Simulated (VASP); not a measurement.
# HgTe (I-4m2) in VASP: further runs

The runs below take HgTe through electric field gradients, with PBE.

Program: VASP 6.6.1. These are calculated values, not measurements. Logs are shortened: lines on timing, memory, paths and dates and some standing lists are left out, and cuts for length are marked.

## Step 1: The cell of the first run

The structure is tetragonal, space group I-4m2 (No. 119). Conventional cell: a = 4.695 Å, b = 4.695 Å, c = 6.447 Å, α = 90.00°, β = 90.00°, γ = 90.00°. Hg (site symmetry -4m2) has 4 Te at 2.85 Å within 3.8 Å. Te (site symmetry -4m2) has 4 Hg at 2.85 Å within 3.8 Å.

## Step 2: Electric field gradients, PBE (equal xx and yy strain of +3 %)

Input file INCAR:

```
SYSTEM = HgTe
PREC     = Accurate       ! precision mode
ENCUT    = 520            ! plane-wave cutoff, eV
EDIFF    = 1E-8           ! SCF threshold, eV
ISMEAR   = -1             ! smearing method
SIGMA    = 0.03           ! smearing width, eV
LREAL    = .False.        ! projectors in reciprocal space
LASPH    = .True.         ! aspherical terms in the spheres
NELM     = 60             ! most SCF steps
ALGO     = Normal         ! electronic algorithm
ISIF     = 2              ! what is computed and relaxed
LWAVE    = .False.        ! write WAVECAR
LCHARG   = .False.        ! write CHGCAR
GGA      = PE             ! functional
LEFG     = .True.       
NBANDS   = 16             ! bands
```

Input file KPOINTS:

```
regular mesh
0
Gamma
  11 11 11
  0 0 0
```

Input file POSCAR:

```
HgTe
1.0
    0.0000000000      3.3202050000      3.2235000000
    3.3202050000      0.0000000000      3.2235000000
    3.3202050000      3.3202050000      0.0000000000
Hg Te
1 1
Direct
    0.0000000000      0.0000000000      0.0000000000
    0.7500000000      0.7500000000      0.7500000000
```

Potentials or basis: VASP PAW PBE potentials, release 64 (Hg, Te).

Command:

```sh
cat potpaw_PBE.64/Hg/POTCAR potpaw_PBE.64/Te/POTCAR > POTCAR
mpirun -np 1 vasp_std > vasp.out
```

OUTCAR:

```text
SYSTEM = HgTe
   PREC = Accurate
   ENCUT = 520
   EDIFF = 1E-8
   ISMEAR = -1
   LREAL = .False.
   LASPH = .True.
   NELM = 60
   ISIF = 2
   GGA = PE

 ion  position               nearest neighbor table
   1  0.000  0.000  0.000-   2 2.85   2 2.85   2 2.85   2 2.85
   2  0.750  0.750  0.750-   1 2.85   1 2.85   1 2.85   1 2.85

  LATTYP: Found a body centered tetragonal cell.
 ALAT       =     4.6954789409
 C/A-ratio  =     1.3730228761

  Lattice vectors:

 A1 = (   0.0000000000,  -3.3202050000,  -3.2235000000)
 A2 = (   0.0000000000,   3.3202050000,  -3.2235000000)
 A3 = (   3.3202050000,   0.0000000000,   3.2235000000)

Analysis of symmetry for initial positions (statically):
=====================================================================
 Subroutine PRICEL returns:
 Original cell was already a primitive cell.

 Routine SETGRP: Setting up the symmetry group for a
 body centered tetragonal supercell.

 Subroutine GETGRP returns: Found  8 space group operations
 (whereof  8 operations were pure point group operations)
 out of a pool of 16 trial point group operations.

The static configuration has the point symmetry D_2d.

Analysis of symmetry for dynamics (positions and initial velocities):
=====================================================================
 Subroutine PRICEL returns:
 Original cell was already a primitive cell.

 Routine SETGRP: Setting up the symmetry group for a
 body centered tetragonal supercell.

 Subroutine GETGRP returns: Found  8 space group operations
 (whereof  8 operations were pure point group operations)
 out of a pool of 16 trial point group operations.

The dynamic configuration has the point symmetry D_2d.

 Subroutine INISYM returns: Found  8 space group operations
 (whereof  8 operations are pure point group operations),
 and found     1 'primitive' translations

----------------------------------------------------------------------------------------

                                     Primitive cell

  volume of cell :      71.0702

  direct lattice vectors                    reciprocal lattice vectors
     0.000000000  3.320205000  3.223500000    -0.150593111  0.150593111  0.155110904
     3.320205000  0.000000000  3.223500000     0.150593111 -0.150593111  0.155110904
     3.320205000  3.320205000  0.000000000     0.150593111  0.150593111 -0.155110904

  length of vectors
     4.627603429  4.627603429  4.695478941     0.263469093  0.263469093  0.263469093

  position of ions in fractional coordinates (direct lattice)
     0.000000000  0.000000000  0.000000000
     0.750000000  0.750000000  0.750000000

  ion indices of the primitive-cell ions
   primitive index   ion index
                 1           1
                 2           2

----------------------------------------------------------------------------------------

 KPOINTS: regular mesh

Automatic generation of k-mesh.
 Grid dimensions read from file:
 generate k-points for:   11   11   11

 Generating k-lattice:

  Cartesian coordinates                     Fractional coordinates (reciprocal lattice)
    -0.013690283  0.013690283  0.014100991     0.090909091  0.000000000  0.000000000
     0.013690283 -0.013690283  0.014100991     0.000000000  0.090909091  0.000000000
     0.013690283  0.013690283 -0.014100991    -0.000000000 -0.000000000  0.090909091

  Length of vectors
     0.023951736  0.023951736  0.023951736

  Shift w.r.t. Gamma in fractional coordinates (k-lattice)
     0.000000000  0.000000000  0.000000000

 Subroutine IBZKPT returns following result:
 ===========================================

 Found    126 irreducible k-points:

 Following reciprocal coordinates:
            Coordinates               Weight
  0.000000  0.000000  0.000000      1.000000
  0.090909  0.000000  0.000000      8.000000
  0.181818 -0.000000  0.000000      8.000000
  0.272727 -0.000000  0.000000      8.000000
  0.363636  0.000000  0.000000      8.000000
  0.454545 -0.000000  0.000000      8.000000
[... 16 lines left out ...]
 -0.272727  0.181818  0.000000      8.000000
 -0.181818  0.181818  0.000000      4.000000
 [... further k-points ...]
   k-points           NKPTS =    126   k-points in BZ     NKDIM =    126   number of bands    NBANDS=     16
   number of dos      NEDOS =    301   number of ions     NIONS =      2
   total plane-waves  NPLWV =  46656
   dimension x,y,z NGX =    36 NGY =   36 NGZ =   36
   dimension x,y,z NGXF=    72 NGYF=   72 NGZF=   72
   ions per type =               1   1
   NGX,Y,Z   is equivalent  to a cutoff of  12.93, 12.93, 12.75 a.u.
   NGXF,Y,Z  is equivalent  to a cutoff of  25.87, 25.87, 25.49 a.u.
 SYSTEM =  HgTe
   PREC   = accura    normal or accurate (medium, high low for compatibility)
   ISTART =      0    job   : 0-new  1-cont  2-samecut
   ICHARG =      2    charge: 1-file 2-atom 10-const
   ISPIN  =      1    spin polarized calculation?
   LNONCOLLINEAR =      F non collinear calculations
   LSORBIT =      F    spin-orbit coupling
   LASPH  =      T    aspherical Exc in radial PAW
   ENCUT  =  520.0 eV  38.22 Ry    6.18 a.u.   8.60  8.60  8.73*2*pi/ulx,y,z
   NELM   =     60;   NELMIN=  2; NELMDL= -5     # of ELM steps
   EDIFF  = 0.1E-07   stopping-criterion for ELM
   LREAL  =      F    real-space projection
   EDIFFG = 0.1E-06   stopping-criterion for IOM
   NSW    =      0    number of steps for IOM
   IBRION =     -1    ionic relax: 0-MD 1-quasi-New 2-CG
   NFREE  =      0    steps in history (QN), initial steepest desc. (CG)
   ISIF   =      2    stress and relaxation
   ISYM   =      2    0-nonsym 1-usesym 2-fastsym
   POTIM  = 0.5000    time-step for ionic-motion
   TEBEG  =    0.0;   TEEND  =   0.0 temperature during run
   PSTRESS=    0.0 pullay stress
   NELECT =      18.0000    total number of electrons
   NUPDOWN=      -1.0000    fix difference up-down
   EMIN   =  10.00;   EMAX   =-10.00  energy-range for DOS
   EFERMI =   0.00;   METHOD = LEGACY
   ISMEAR =    -1;   SIGMA  =   0.03  broadening in eV -4-tet -1-fermi 0-gaus
   EFERMI_NEDOS =   21; number of points for ismear=-14 and -15
   IALGO  =     38    algorithm
   IMIX   =      4    mixing-type and parameters
     AMIX     =   0.40;   BMIX     =  1.00
     AMIX_MAG =   1.60;   BMIX_MAG =  1.00
  volume/ion in A,a.u.               =      35.54       239.80
  Fermi-wavevector in a.u.,A,eV,Ry     =   1.035786  1.957351 14.597033  1.072852
  Thomas-Fermi vector in A             =   2.170145
   LORBIT       =      0    0 simple, 1 ext, 2 COOP (PROOUT), +10 PAW based schemes
   GGA     = PE    functional components
   LHFCALC =     F    Hartree Fock is set to
   AEXX    =    0.0000 exact exchange contribution
   IVDW    =     0    specifies the selected vdW correction
   LEPSILON=     F    determine dielectric tensor
   LRPA    =     F    only Hartree local field effects (RPA)
 non-spin polarized calculation
  energy-cutoff  :      520.00
  volume of cell :       71.07
 maximum number of plane-waves:      1944
   NGX = 17   NGY = 17   NGZ = 17

 number of electron      18.0000002 magnetization

 Free energy of the ion-electron system (eV)
  ---------------------------------------------------
  ext. energy  EPLUGINS =         0.00000000
  ---------------------------------------------------
  free energy    TOTEN  =        -3.63920808 eV

  energy without entropy =       -3.63908440  energy(sigma->0) =       -3.63914624

 E-fermi :   2.6183     XC(G=0):  -8.5118

 val. band max:        2.5359962947   @ k =   0.0000   0.0000   0.0000
 cond. band min:       2.6260959887   @ k =   0.0000   0.0000   0.0000
 fundamental gap:      0.0900996940
 Fermi energy:         2.6183469390

 k-point     1 :       0.0000    0.0000    0.0000
  band No.  band energies     occupation
      1      -9.0625      2.00000
      2      -4.4990      2.00000
      3      -4.4990      2.00000
      4      -4.4930      2.00000
      5      -4.0369      2.00000
      6      -4.0197      2.00000
[... 8 lines left out ...]
     15      11.8649      0.00000
     16      12.1989      0.00000

 k-point     2 :       0.0909    0.0000    0.0000
  band No.  band energies     occupation
      1      -9.0253      2.00000
      2      -4.4888      2.00000
      3      -4.4875      2.00000
      4      -4.4791      2.00000
      5      -4.0374      2.00000
      6      -4.0212      2.00000
[... 8 lines left out ...]
     15      11.3650      0.00000
     16      11.5943      0.00000
[... 387 lines left out ...]
      5      -4.0456      2.00000
      6      -3.9910      2.00000
[... 8 lines left out ...]
     15      11.7667      0.00000
     16      12.8627      0.00000

 k-point    24 :      -0.1818    0.1818    0.0000
  band No.  band energies     occupation
      1      -8.7371      2.00000
      2      -4.4195      2.00000
      3      -4.3888      2.00000
      4      -4.2885      2.00000
      5      -4.0512      2.00000
      6      -4.0081      2.00000
[... 8 lines left out ...]
     15      11.5949      0.00000
     16      12.0316      0.00000

 [... further k-points ...]
[... 5 lines left out ...]
  --------------------------------------------------------------------------------------
  -------------------------------------------------------------------------------------
  Total        0.5281389      0.5281389      0.7010895      0.0000000      0.0000000      0.0000000
  in kB       11.9061487     11.9061487     15.8050749      0.0000000      0.0000000      0.0000000
  external PRESSURE =      13.2057907 kB  Pullay stress =       0.0000000 kB

 VOLUME and BASIS-vectors are now :
 -----------------------------------------------------------------------------
  energy-cutoff  :      520.00
  volume of cell :       71.07
      direct lattice vectors                 reciprocal lattice vectors
     0.000000000  3.320205000  3.223500000    -0.150593111  0.150593111  0.155110904
     3.320205000  0.000000000  3.223500000     0.150593111 -0.150593111  0.155110904
     3.320205000  3.320205000  0.000000000     0.150593111  0.150593111 -0.155110904

 POSITION                                       TOTAL-FORCE (eV/Angst)
 -----------------------------------------------------------------------------------
      0.00000      0.00000      0.00000        -0.000000     -0.000000     -0.000000
      4.98031      4.98031      4.83525         0.000000      0.000000      0.000000
 -----------------------------------------------------------------------------------
    total drift:                                0.000000      0.000000     -0.000000

  FREE ENERGIE OF THE ION-ELECTRON SYSTEM (eV)
  ---------------------------------------------------
  free  energy   TOTEN  =        -3.6392080773 eV

  energy  without entropy=       -3.6390843982  energy(sigma->0) =       -3.63914624

 Electric field gradients (V/A^2)
---------------------------------------------------------------------
 ion       V_xx      V_yy      V_zz      V_xy      V_xz      V_yz
---------------------------------------------------------------------
   1      -9.094    -9.094    18.189     0.000     0.001     0.001
   2       7.146     7.146   -14.291    -0.000    -0.000    -0.000
---------------------------------------------------------------------

 Electric field gradients after diagonalization (V/A^2)
 (convention: |V_zz| > |V_xx| > |V_yy|)
----------------------------------------------------------------------
 ion       V_xx      V_yy      V_zz     asymmetry (V_yy - V_xx)/ V_zz
----------------------------------------------------------------------
   1      -9.094    -9.094    18.189       0.000
   2       7.146     7.145   -14.291       0.000
----------------------------------------------------------------------

           NMR quadrupolar parameters

 Cq : quadrupolar parameter    Cq=e*Q*V_zz/h
 eta: asymmetry parameters     (V_yy - V_xx)/ V_zz
 Q  : nuclear electric quadrupole moment in mb (millibarn)
----------------------------------------------------------------------
 ion       Cq(MHz)       eta       Q (mb)
----------------------------------------------------------------------
   1       0.044       0.000       1.000
   2      -0.035       0.000       1.000
----------------------------------------------------------------------
```

It took 7.9 min on 1 thread of AMD EPYC 7R13, shared host; peak memory 0.28 GiB.

What came out:

```yaml
Free_energy: -3.6392 eV
Pressure: 1.3 GPa
Band_gap_on_the_k_mesh: 0.09 eV, direct
```

Electric field gradients, principal values (V/Å²):
| atom | least | middle | greatest (by size) |
| --- | --- | --- | --- |
| 1 Hg | -9.094 | -9.094 | 18.189 |
| 2 Te | 7.145 | 7.146 | -14.291 |

Caveat: the cell differs from its parent crystal (equal xx and yy strain of +3 %); without QUAD_EFG the Cq values of the log hold for a quadrupole moment of 1 mb, not for the nuclei; spin-orbit coupling is left out, which moves the levels of the heavy elements. A k mesh can miss the band edges.

## Step 3: Electric field gradients, PBE (equal xx and yy strain of +3 %)

Input file INCAR:

```
PREC = Accurate ; ENCUT = 520
EDIFF = 1E-8 ; ISMEAR = -1
SIGMA = 0.03 ; LREAL = False
LASPH = True ; NELM = 100
ALGO = Normal ; ISIF = 2
LWAVE = False ; LCHARG = False
GGA = PE ; LEFG = True
NBANDS = 16
```

Input file KPOINTS:

```
regular mesh
0
Gamma
  11 11 11
```

POSCAR is that of step 2.

Potentials or basis: VASP PAW PBE potentials, release 64 (Hg, Te).

Command:

```sh
cat potpaw_PBE.64/Hg/POTCAR potpaw_PBE.64/Te/POTCAR > POTCAR
mpirun -np 1 vasp_std > vasp.out
```

OUTCAR:

```text
PREC = Accurate
   ENCUT = 520
   EDIFF = 1E-8
   ISMEAR = -1
   LREAL = False
   LASPH = True
   NELM = 100
   ISIF = 2
   GGA = PE

 ion  position               nearest neighbor table
   1  0.000  0.000  0.000-   2 2.85   2 2.85   2 2.85   2 2.85
   2  0.750  0.750  0.750-   1 2.85   1 2.85   1 2.85   1 2.85

  LATTYP: Found a body centered tetragonal cell.
 ALAT       =     4.6954789409
 C/A-ratio  =     1.3730228761

  Lattice vectors:

 A1 = (   0.0000000000,  -3.3202050000,  -3.2235000000)
 A2 = (   0.0000000000,   3.3202050000,  -3.2235000000)
 A3 = (   3.3202050000,   0.0000000000,   3.2235000000)

Analysis of symmetry for initial positions (statically):
=====================================================================
 Subroutine PRICEL returns:
 Original cell was already a primitive cell.

 Routine SETGRP: Setting up the symmetry group for a
[... 644 lines left out ...]
  energy-cutoff  :      520.00
  volume of cell :       71.07
      direct lattice vectors                 reciprocal lattice vectors
     0.000000000  3.320205000  3.223500000    -0.150593111  0.150593111  0.155110904
     3.320205000  0.000000000  3.223500000     0.150593111 -0.150593111  0.155110904
     3.320205000  3.320205000  0.000000000     0.150593111  0.150593111 -0.155110904

 POSITION                                       TOTAL-FORCE (eV/Angst)
 -----------------------------------------------------------------------------------
      0.00000      0.00000      0.00000        -0.000000     -0.000000     -0.000000
      4.98031      4.98031      4.83525         0.000000      0.000000      0.000000
 -----------------------------------------------------------------------------------
    total drift:                                0.000000      0.000000     -0.000000

  FREE ENERGIE OF THE ION-ELECTRON SYSTEM (eV)
  ---------------------------------------------------
  free  energy   TOTEN  =        -3.6392080773 eV

  energy  without entropy=       -3.6390843982  energy(sigma->0) =       -3.63914624

 Electric field gradients (V/A^2)
---------------------------------------------------------------------
 ion       V_xx      V_yy      V_zz      V_xy      V_xz      V_yz
---------------------------------------------------------------------
   1      -9.094    -9.094    18.189     0.000     0.001     0.001
   2       7.146     7.146   -14.291    -0.000    -0.000    -0.000
---------------------------------------------------------------------

 Electric field gradients after diagonalization (V/A^2)
 (convention: |V_zz| > |V_xx| > |V_yy|)
----------------------------------------------------------------------
 ion       V_xx      V_yy      V_zz     asymmetry (V_yy - V_xx)/ V_zz
----------------------------------------------------------------------
   1      -9.094    -9.094    18.189       0.000
   2       7.146     7.145   -14.291       0.000
----------------------------------------------------------------------

           NMR quadrupolar parameters

 Cq : quadrupolar parameter    Cq=e*Q*V_zz/h
 eta: asymmetry parameters     (V_yy - V_xx)/ V_zz
 Q  : nuclear electric quadrupole moment in mb (millibarn)
----------------------------------------------------------------------
 ion       Cq(MHz)       eta       Q (mb)
----------------------------------------------------------------------
   1       0.044       0.000       1.000
   2      -0.035       0.000       1.000
----------------------------------------------------------------------
```

It took 7.1 min on 1 thread of AMD EPYC 7R13, shared host; peak memory 0.28 GiB.

What came out:

```yaml
Free_energy: -3.6392 eV
Pressure: 1.3 GPa
Band_gap_on_the_k_mesh: 0.09 eV, direct
```

Stress tensor (GPa, compression positive):
```
1.19 0.00 0.00
0.00 1.19 0.00
0.00 0.00 1.58
```

Levels at points of the mesh, in eV from the valence-band top:
```
           k point  band 6  band 7  band 8  band 9  band 10  band 11  band 12  band 13
(0.00, 0.00, 0.00)   -6.56   -0.82    0.00    0.00     0.09     4.35     4.36     4.36
```

Electric field gradients, principal values (V/Å²):
| atom | least | middle | greatest (by size) |
| --- | --- | --- | --- |
| 1 Hg | -9.094 | -9.094 | 18.189 |
| 2 Te | 7.145 | 7.146 | -14.291 |

Caveat: the cell differs from its parent crystal (equal xx and yy strain of +3 %); without QUAD_EFG the Cq values of the log hold for a quadrupole moment of 1 mb, not for the nuclei; spin-orbit coupling is left out, which moves the levels of the heavy elements.
